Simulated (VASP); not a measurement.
Set up this calculation in VASP 6.6.1, as the native input.

- Task: single point
- Functional: RPBE
- Dispersion: D4
- Potentials or basis: VASP PAW PBE potentials, release 64 (Hg, Te)
- Cutoff: 500 eV
- k mesh: 7 × 7 × 7
- Occupations: fermi-dirac, width 0.05 eV
- Spin: no spin polarisation
- Dipole correction: no
- Further INCAR settings: ALGO = Normal; EDIFF = 1e-06; NBANDS = 16

The structure of HgTe (Coloradoite) lies in POSCAR:

```
HgTe
1.0
    0.0000000000      3.2715049685      3.2715049685
    3.2715049685      0.0000000000      3.2715049685
    3.2715049685      3.2715049685      0.0000000000
Hg Te
1 1
Direct
    0.0000000000      0.0000000000      0.0000000000
    0.7500000000      0.7500000000      0.7500000000
```

The input as run:

INCAR

```
PREC = Accurate ; ENCUT = 500
EDIFF = 1E-6 ; ISMEAR = -1
SIGMA = 0.05 ; LREAL = F
LASPH = T ; NELM = 120
ALGO = Normal ; ISIF = 2
LWAVE = F ; LCHARG = F
GGA = RP ; IVDW = 13
NBANDS = 16 ; GGA_COMPAT = F
```

KPOINTS

```
Automatic mesh
0
Gamma
  7 7 7
```

Potentials or basis: VASP PAW PBE potentials, release 64 (Hg, Te).

Launch:

```sh
$ cat potpaw_PBE.64/Hg/POTCAR potpaw_PBE.64/Te/POTCAR > POTCAR
$ mpirun -np 1 vasp_std > vasp.out
```

Results of the run:

```
Pressure                   : 0.0 GPa
Band gap on the k mesh     : zero (filled and empty bands touch)
Dispersion energy per atom : -0.645 eV
```

Caveat: the PAW data sets were made with another functional, which shifts forces and pressure a little; spin-orbit coupling is left out, which moves the levels of the heavy elements; pairwise dispersion overbinds metals, which lowers pressure and volume.

It used 41 s of CPU time on 1 thread of AMD EPYC 7R13 Processor (Zen 3), with other jobs on the host.
